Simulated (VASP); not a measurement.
Input of a VASP 6.6.1 run:

Contents of INCAR:

```
ALGO = Normal
EDIFF = 1E-6
ENCUT = 520
GGA = PE
ISIF = 2
ISMEAR = 0
LASPH = True
LCHARG = False
LREAL = False
LWAVE = False
NBANDS = 31
NELM = 60
PREC = Accurate
SIGMA = 0.01
```

KPOINTS

```
k-points
0
Gamma
  6 6 4
```

The input POSCAR:

```
HfO2
1.0
    3.6048414220      0.0000000000      0.0000000000
    0.0000000000      3.6048414220      0.0000000000
    0.0000000000      0.0000000000      5.2399185942
Hf O
2 4
Direct
    0.5000000000      0.5000000000      0.5000000000
    0.0000000000      0.0000000000      0.0000000000
    0.0000000000      0.5000000000      0.6972100000
    0.5000000000      0.0000000000      0.8027900000
    0.5000000000      0.0000000000      0.3027900000
    0.0000000000      0.5000000000      0.1972100000
```

Potentials or basis: VASP PAW PBE potentials, release 64 (Hf_pv, O).

The run is started by

```console
$ cat potpaw_PBE.64/Hf_pv/POTCAR potpaw_PBE.64/O/POTCAR > POTCAR
$ mpirun -np 1 vasp_std > vasp.out
```

**Question.** Predict the largest force.

**Answer.** 0.117 eV/Å.

**Question.** Estimate the band gap on the k mesh.

**Answer.** 4.60 eV (least direct gap 4.67 eV).

**Question.** Estimate the pressure.

**Answer.** -3.3 GPa.

Forces in eV/Å, atoms in the order of the input:
```
Hf   0.000  0.000  0.000
Hf   0.000  0.000  0.000
O    0.000  0.000 -0.117
O    0.000  0.000  0.117
O    0.000  0.000  0.117
O    0.000  0.000 -0.117
```

Caveat: the cell stands under tension; spin-orbit coupling is left out, which moves the levels of the heavy elements. A k mesh can miss the band edges.
